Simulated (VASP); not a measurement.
Input of a VASP 6.6.1 run:

File INCAR:

```
SYSTEM = MnO
PREC     = Accurate       ! precision mode
ENCUT    = 520            ! plane-wave cutoff, eV
EDIFF    = 1E-6           ! SCF threshold, eV
ISMEAR   = 0              ! smearing method
SIGMA    = 0.1            ! smearing width, eV
LREAL    = .FALSE.        ! projectors in reciprocal space
LASPH    = .TRUE.         ! aspherical terms in the spheres
NELM     = 150            ! most SCF steps
ALGO     = Normal         ! electronic algorithm
ISIF     = 2              ! what is computed and relaxed
LWAVE    = .FALSE.        ! write WAVECAR
LCHARG   = .FALSE.        ! write CHGCAR
ISPIN    = 2              ! spin polarisation
MAGMOM   = 4.38 4.38 0.24 0.24 ! initial moments
LORBIT   = 11             ! projections on sites
LMAXMIX  = 4              ! l up to which the mixer works
GGA      = PE             ! functional
NBANDS   = 31             ! bands
```

Contents of KPOINTS:

```
regular mesh
0
G
  12 12 8
  0 0 0
```

Contents of POSCAR:

```
MnO
1.0
    3.4335188164      0.0000000000      0.0000000000
   -1.7167594082      2.9735145194      0.0000000000
    0.0000000000      0.0000000000      5.4147279897
Mn O
2 2
Direct
    0.3333333333      0.6666666667     -0.0000634139
    0.6666666667      0.3333333333      0.4999365861
    0.3333333333      0.6666666667      0.3864934139
    0.6666666667      0.3333333333      0.8864934139
```

Potentials or basis: VASP PAW PBE potentials, release 64 (Mn_pv, O).

Launch:

```sh
$ cat potpaw_PBE.64/Mn_pv/POTCAR potpaw_PBE.64/O/POTCAR > POTCAR
$ mpirun -np 1 vasp_std > vasp.out
```

Problem. Estimate the pressure.

Solution. 0.4 GPa.

Problem. Estimate the net moment.

Solution. 10.00 μB per cell.

Stress tensor (GPa, compression positive):
```
0.43 0.00 0.00
0.00 0.43 0.00
0.00 0.00 0.33
```

Caveat: only a ferromagnetic start was run, and an antiferromagnetic order may lie lower in energy.
